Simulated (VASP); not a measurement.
# SrTiO3 (I4/mcm) in VASP: single point with RPBE

Aim: the single point of SrTiO3 with RPBE.

All numbers are computed with VASP 6.6.1; they aren't measurements. Logs are shortened: lines on timing, memory, paths and dates and some standing lists are left out, and cuts for length are marked.

## Step 1: The cell of the first run

The structure is tetragonal, space group I4/mcm (No. 140). Conventional cell: a = 5.609 Å, b = 5.609 Å, c = 7.957 Å, α = 90.00°, β = 90.00°, γ = 90.00°. Sr (site symmetry -42m) has 12 O at 2.71 to 2.91 Å and 8 Ti at 3.44 Å within 3.6 Å. Within 2.6 Å of Ti (site symmetry 4/m) lie 6 O at 1.99 Å. O (site symmetry m2m) has 2 Ti at 1.99 Å within 2.6 Å. O (site symmetry 422) has 2 Ti at 1.99 Å within 2.6 Å.

## Step 2: Single point, RPBE

File INCAR:

```
ALGO = Normal ; EDIFF = 1E-6
ENCUT = 600 ; GGA = RP
GGA_COMPAT = F ; ISIF = 2
ISMEAR = 0 ; LASPH = T
LCHARG = F ; LREAL = F
LWAVE = F ; NBANDS = 51
NELM = 120 ; PREC = Accurate
SIGMA = 0.02
```

File KPOINTS:

```
k-points
0
Gamma
  8 8 8
```

File POSCAR:

```
SrTiO3
1.0
   -2.8044531793      2.8044531793      3.9786079285
    2.8044531793     -2.8044531793      3.9786079285
    2.8044531793      2.8044531793     -3.9786079285
Sr Ti O
2 2 6
Direct
    0.7500000000      0.2500000000      0.5000000000
    0.2500000000      0.7500000000      0.5000000000
    0.0000000000      0.0000000000      0.0000000000
    0.5000000000      0.5000000000      0.0000000000
    0.7685457627      0.2685457627      0.0370915253
    0.2685457627      0.2314542373      0.5000000000
    0.7314542373      0.7685457627      0.5000000000
    0.2314542373      0.7314542373      0.9629084747
    0.7500000000      0.7500000000      0.0000000000
    0.2500000000      0.2500000000      0.0000000000
```

Potentials or basis: VASP PAW PBE potentials, release 64 (Sr_sv, Ti_sv, O).

Run with:

```
$ cat potpaw_PBE.64/Sr_sv/POTCAR potpaw_PBE.64/Ti_sv/POTCAR potpaw_PBE.64/O/POTCAR > POTCAR
$ mpirun -np 1 vasp_std > vasp.out
```

OUTCAR:

```text
EDIFF = 1E-6
   ENCUT = 600
   GGA = RP
   ISIF = 2
   ISMEAR = 0
   LASPH = T
   LREAL = F
   NELM = 120
   PREC = Accurate

 ion  position               nearest neighbor table
   1  0.750  0.250  0.500-   8 2.71   7 2.71   6 2.71   5 2.71   9 2.80  10 2.80   9 2.80  10 2.80
                             5 2.91   8 2.91   6 2.91   7 2.91   4 3.44   3 3.44   4 3.44   3 3.44
   2  0.250  0.750  0.500-   5 2.71   6 2.71   7 2.71   8 2.71   9 2.80  10 2.80  10 2.80   9 2.80
                             8 2.91   5 2.91   7 2.91   6 2.91   4 3.44   3 3.44   4 3.44   3 3.44
   3  0.000  0.000  0.000-   5 1.99   8 1.99   6 1.99   7 1.99  10 1.99   9 1.99   1 3.44   1 3.44
                             2 3.44   2 3.44   1 3.44   2 3.44   1 3.44   2 3.44
   4  0.500  0.500  0.000-   5 1.99   8 1.99   7 1.99   6 1.99  10 1.99   9 1.99   1 3.44   1 3.44
                             2 3.44   2 3.44   2 3.44   1 3.44   2 3.44   1 3.44
   5  0.769  0.269  0.037-   3 1.99   4 1.99   2 2.71   1 2.71   1 2.91   2 2.91
   6  0.269  0.231  0.500-   4 1.99   3 1.99   1 2.71   2 2.71   2 2.91   1 2.91
   7  0.731  0.769  0.500-   3 1.99   4 1.99   1 2.71   2 2.71   2 2.91   1 2.91
   8  0.231  0.731  0.963-   3 1.99   4 1.99   1 2.71   2 2.71   2 2.91   1 2.91
   9  0.750  0.750  0.000-   3 1.99   4 1.99   1 2.80   2 2.80   1 2.80   2 2.80
  10  0.250  0.250  0.000-   3 1.99   4 1.99   1 2.80   2 2.80   2 2.80   1 2.80

  LATTYP: Found a body centered tetragonal cell.
 ALAT       =     5.6089063586
 C/A-ratio  =     1.4186751121

  Lattice vectors:

 A1 = (  -2.8044531793,   2.8044531793,   3.9786079285)
 A2 = (   2.8044531793,  -2.8044531793,   3.9786079285)
 A3 = (   2.8044531793,   2.8044531793,  -3.9786079285)

Analysis of symmetry for initial positions (statically):
=====================================================================
 Subroutine PRICEL returns:
 Original cell was already a primitive cell.

 Routine SETGRP: Setting up the symmetry group for a
 body centered tetragonal supercell.

 Subroutine GETGRP returns: Found 16 space group operations
 (whereof  8 operations were pure point group operations)
 out of a pool of 16 trial point group operations.

The static configuration has the point symmetry C_4h.
 The point group associated with its full space group is D_4h.

Analysis of symmetry for dynamics (positions and initial velocities):
=====================================================================
 Subroutine PRICEL returns:
 Original cell was already a primitive cell.

 Routine SETGRP: Setting up the symmetry group for a
 body centered tetragonal supercell.

 Subroutine GETGRP returns: Found 16 space group operations
 (whereof  8 operations were pure point group operations)
 out of a pool of 16 trial point group operations.

The dynamic configuration has the point symmetry C_4h.
 The point group associated with its full space group is D_4h.

 Subroutine INISYM returns: Found 16 space group operations
 (whereof  8 operations are pure point group operations),
 and found     1 'primitive' translations

----------------------------------------------------------------------------------------

                                     Primitive cell

  volume of cell :     125.1663

  direct lattice vectors                    reciprocal lattice vectors
    -2.804453179  2.804453179  3.978607928     0.000000000  0.178287876  0.125672097
     2.804453179 -2.804453179  3.978607928     0.178287876  0.000000000  0.125672097
     2.804453179  2.804453179 -3.978607928     0.178287876  0.178287876  0.000000000

  length of vectors
     5.617760792  5.617760792  5.617760792     0.218128500  0.218128500  0.252137132

  position of ions in fractional coordinates (direct lattice)
     0.750000000  0.250000000  0.500000000
     0.250000000  0.750000000  0.500000000
     0.000000000  0.000000000  0.000000000
     0.500000000  0.500000000  0.000000000
     0.768545763  0.268545763  0.037091525
     0.268545763  0.231454237  0.500000000
     0.731454237  0.768545763  0.500000000
     0.231454237  0.731454237  0.962908475
     0.750000000  0.750000000  0.000000000
     0.250000000  0.250000000  0.000000000

  ion indices of the primitive-cell ions
   primitive index   ion index
                 1           1
                 2           2
                 3           3
                 4           4
                 5           5
                 6           6
                 7           7
                 8           8
                 9           9
                10          10

----------------------------------------------------------------------------------------

 KPOINTS: k-points

Automatic generation of k-mesh.
 Grid dimensions read from file:
 generate k-points for:    8    8    8

 Generating k-lattice:

  Cartesian coordinates                     Fractional coordinates (reciprocal lattice)
     0.000000000  0.022285984  0.015709012     0.125000000  0.000000000  0.000000000
     0.022285984  0.000000000  0.015709012     0.000000000  0.125000000  0.000000000
     0.022285984  0.022285984  0.000000000     0.000000000  0.000000000  0.125000000

  Length of vectors
     0.027266062  0.027266062  0.031517141

  Shift w.r.t. Gamma in fractional coordinates (k-lattice)
     0.000000000  0.000000000  0.000000000

 Subroutine IBZKPT returns following result:
 ===========================================

 Found     59 irreducible k-points:

 Following reciprocal coordinates:
            Coordinates               Weight
  0.000000  0.000000  0.000000      1.000000
  0.125000  0.000000  0.000000      8.000000
  0.250000  0.000000  0.000000      8.000000
  0.375000  0.000000 -0.000000      8.000000
  0.500000  0.000000  0.000000      4.000000
  0.125000  0.125000  0.000000      8.000000
[... 16 lines left out ...]
  0.250000  0.125000  0.125000     16.000000
  0.375000  0.125000  0.125000      8.000000
 [... further k-points ...]
   k-points           NKPTS =     59   k-points in BZ     NKDIM =     59   number of bands    NBANDS=     51
   number of dos      NEDOS =    301   number of ions     NIONS =     10
   total plane-waves  NPLWV = 110592
   dimension x,y,z NGX =    48 NGY =   48 NGZ =   48
   dimension x,y,z NGXF=    96 NGYF=   96 NGZF=   96
   ions per type =               2   2   6
   NGX,Y,Z   is equivalent  to a cutoff of  14.20, 14.20, 14.20 a.u.
   NGXF,Y,Z  is equivalent  to a cutoff of  28.41, 28.41, 28.41 a.u.
 SYSTEM =  unknown system
   PREC   = accura    normal or accurate (medium, high low for compatibility)
   ISTART =      0    job   : 0-new  1-cont  2-samecut
   ICHARG =      2    charge: 1-file 2-atom 10-const
   ISPIN  =      1    spin polarized calculation?
   LNONCOLLINEAR =      F non collinear calculations
   LSORBIT =      F    spin-orbit coupling
   LASPH  =      T    aspherical Exc in radial PAW
   ENCUT  =  600.0 eV  44.10 Ry    6.64 a.u.  11.22 11.22 11.22*2*pi/ulx,y,z
   NELM   =    120;   NELMIN=  2; NELMDL= -5     # of ELM steps
   EDIFF  = 0.1E-05   stopping-criterion for ELM
   LREAL  =      F    real-space projection
   EDIFFG = 0.1E-04   stopping-criterion for IOM
   NSW    =      0    number of steps for IOM
   IBRION =     -1    ionic relax: 0-MD 1-quasi-New 2-CG
   NFREE  =      0    steps in history (QN), initial steepest desc. (CG)
   ISIF   =      2    stress and relaxation
   ISYM   =      2    0-nonsym 1-usesym 2-fastsym
   POTIM  = 0.5000    time-step for ionic-motion
   TEBEG  =    0.0;   TEEND  =   0.0 temperature during run
   PSTRESS=    0.0 pullay stress
   NELECT =      80.0000    total number of electrons
   NUPDOWN=      -1.0000    fix difference up-down
   EMIN   =  10.00;   EMAX   =-10.00  energy-range for DOS
   EFERMI =   0.00;   METHOD = LEGACY
   ISMEAR =     0;   SIGMA  =   0.02  broadening in eV -4-tet -1-fermi 0-gaus
   EFERMI_NEDOS =   21; number of points for ismear=-14 and -15
   IALGO  =     38    algorithm
   IMIX   =      4    mixing-type and parameters
     AMIX     =   0.40;   BMIX     =  1.00
     AMIX_MAG =   1.60;   BMIX_MAG =  1.00
  volume/ion in A,a.u.               =      12.52        84.47
  Fermi-wavevector in a.u.,A,eV,Ry     =   1.410184  2.664861 27.056787  1.988618
  Thomas-Fermi vector in A             =   2.532163
   LORBIT       =      0    0 simple, 1 ext, 2 COOP (PROOUT), +10 PAW based schemes
   GGA     = RP    functional components
   LHFCALC =     F    Hartree Fock is set to
   AEXX    =    0.0000 exact exchange contribution
   IVDW    =     0    specifies the selected vdW correction
   LEPSILON=     F    determine dielectric tensor
   LRPA    =     F    only Hartree local field effects (RPA)
 non-spin polarized calculation
 Gauss-broadening in eV      SIGMA  =   0.02
  energy-cutoff  :      600.00
  volume of cell :      125.17
 maximum number of plane-waves:      4247
 NGX is ok and might be reduce to    48
   NGX = 23   NGY = 23   NGZ = 23

 number of electron      80.0000002 magnetization

 Free energy of the ion-electron system (eV)
  ---------------------------------------------------
  ext. energy  EPLUGINS =         0.00000000
  ---------------------------------------------------
  free energy    TOTEN  =       -76.25232827 eV

  energy without entropy =      -76.25232827  energy(sigma->0) =      -76.25232827

 E-fermi :   3.9793     XC(G=0): -10.7662

 val. band max:        3.8547843620   @ k =   0.0000   0.0000   0.0000
 cond. band min:       5.7158460770   @ k =   0.0000   0.0000   0.0000
 fundamental gap:      1.8610617150
 Fermi energy:         3.9793093149

 k-point     1 :       0.0000    0.0000    0.0000
  band No.  band energies     occupation
      1     -52.9346      2.00000
      2     -52.9313      2.00000
      3     -29.1249      2.00000
      4     -29.1232      2.00000
      5     -29.1232      2.00000
      6     -29.0750      2.00000
[... 43 lines left out ...]
     50       9.5900      0.00000
     51       9.9437      0.00000
[... 1240 lines left out ...]
     50      10.4732      0.00000
     51      11.4143      0.00000

 [... further k-points ...]

------------------------ aborting loop because EDIFF is reached ----------------------------------------

  FORCE on cell =-STRESS in cart. coord.  units (eV):
  Direction    XX          YY          ZZ          XY          YZ          ZX
  --------------------------------------------------------------------------------------
  -------------------------------------------------------------------------------------
  Total        0.2838649      0.2838649      0.2931967      0.0000000     -0.0000000      0.0000000
  in kB        3.6335802      3.6335802      3.7530315      0.0000000     -0.0000000      0.0000000
  external PRESSURE =       3.6733973 kB  Pullay stress =       0.0000000 kB

 VOLUME and BASIS-vectors are now :
 -----------------------------------------------------------------------------
  energy-cutoff  :      600.00
  volume of cell :      125.17
      direct lattice vectors                 reciprocal lattice vectors
    -2.804453179  2.804453179  3.978607928     0.000000000  0.178287876  0.125672097
     2.804453179 -2.804453179  3.978607928     0.178287876  0.000000000  0.125672097
     2.804453179  2.804453179 -3.978607928     0.178287876  0.178287876  0.000000000

 POSITION                                       TOTAL-FORCE (eV/Angst)
 -----------------------------------------------------------------------------------
     -0.00000      2.80445      1.98930        -0.000000     -0.000000      0.000000
      2.80445     -0.00000      1.98930        -0.000000     -0.000000      0.000000
      0.00000      0.00000      0.00000         0.000000     -0.000000      0.000000
      0.00000      0.00000      3.97861         0.000000     -0.000000      0.000000
     -1.29821      1.50625      3.97861        -0.002666     -0.002666     -0.000000
      1.29821      1.50625      0.00000         0.002666     -0.002666      0.000000
      1.50625      1.29821      3.97861        -0.002666      0.002666      0.000000
      4.10266      1.29821     -0.00000         0.002666      0.002666      0.000000
      0.00000      0.00000      5.96791        -0.000000     -0.000000      0.000000
      0.00000      0.00000      1.98930        -0.000000     -0.000000      0.000000
 -----------------------------------------------------------------------------------
    total drift:                               -0.000000     -0.000000      0.000000

  FREE ENERGIE OF THE ION-ELECTRON SYSTEM (eV)
  ---------------------------------------------------
  free  energy   TOTEN  =       -76.2523282685 eV

  energy  without entropy=      -76.2523282685  energy(sigma->0) =      -76.25232827
```

Wall time 19 min (1 thread of AMD EPYC 7R13, shared host); peak memory 0.59 GiB.

Results:

```
Free energy            : -76.2523 eV
Pressure               : 0.4 GPa
Largest force          : 0.004 eV/Å
Band gap on the k mesh : 1.86 eV
```

Forces on the atoms (eV/Å):
```
Sr   0.000  0.000  0.000
Sr   0.000  0.000  0.000
Ti   0.000  0.000  0.000
Ti   0.000  0.000  0.000
O   -0.003 -0.003  0.000
O    0.003 -0.003  0.000
O   -0.003  0.003  0.000
O    0.003  0.003  0.000
O    0.000  0.000  0.000
O    0.000  0.000  0.000
```

Caveat: the PAW data sets were made with another functional, which shifts forces and pressure a little. A k mesh can miss the band edges.
